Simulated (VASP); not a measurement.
Write the native input for VASP 6.6.1 that does the following.

```yaml
Task: relaxation of shape and atoms at fixed volume
Functional: PBEsol
Potentials_or_basis: VASP PAW PBE potentials, release 64 (V_sv, N)
Cutoff: 600 eV
k_mesh: 12 × 12 × 12
Occupations: gaussian, width 0.1 eV
Spin: no spin polarisation
Dipole_correction: no
Further_INCAR_settings: ALGO = Normal; EDIFF = 1e-07; IBRION = 2; EDIFFG = -0.01; NSW = 50; ISIF = 4
```

The structure of VN2 lies in POSCAR:

```
VN2
1.0
   -2.0885224180      2.0885224180      2.4012733841
    2.0885224180     -2.0885224180      2.4012733841
    2.0885224180      2.0885224180     -2.4012733841
V N
2 4
Direct
    0.2500000000      0.2500000000      0.0000000000
    0.7500000000      0.7500000000      0.0000000000
    0.1149555600      0.6149555600      0.7299111201
    0.6149555600      0.8850444400      0.5000000000
    0.8850444400      0.3850444400      0.2700888799
    0.3850444400      0.1149555600      0.5000000000
```

These files were run (other wordings do the same):

INCAR

```
SYSTEM = VN2
PREC = Accurate
ENCUT = 600
EDIFF = 1E-7
ISMEAR = 0
SIGMA = 0.1
LREAL = .False.
LASPH = .True.
NELM = 80
ALGO = Normal
ISIF = 4
LWAVE = .False.
LCHARG = .False.
GGA = PS
IBRION = 2
NSW = 50
EDIFFG = -0.01
```

KPOINTS

```
Automatic mesh
0
Gamma
  12 12 12
  0 0 0
```

Potentials or basis: VASP PAW PBE potentials, release 64 (V_sv, N).

Launch:

```bash
$ cat potpaw_PBE.64/V_sv/POTCAR potpaw_PBE.64/N/POTCAR > POTCAR
$ mpirun -np 1 vasp_std > vasp.out
```

It gave:

```yaml
Energy_gained_by_relaxing: 0.6 meV/atom
Ionic_steps: 5
Pressure_after_relaxing: 25.1 GPa
Largest_force_after_relaxing: 0.005 eV/Å
Band_gap_on_the_k_mesh: zero (bands 23 and 24 overlap by 0.45 eV)
```

Caveat: the PAW data sets were made with another functional, which shifts forces and pressure a little; the run has no spin polarisation, though such a crystal can be magnetic.

Wall time 5.2 min on 1 thread of Intel(R) Xeon(R) 6975P-C (Granite Rapids), on a shared host, peak memory 0.31 GiB.
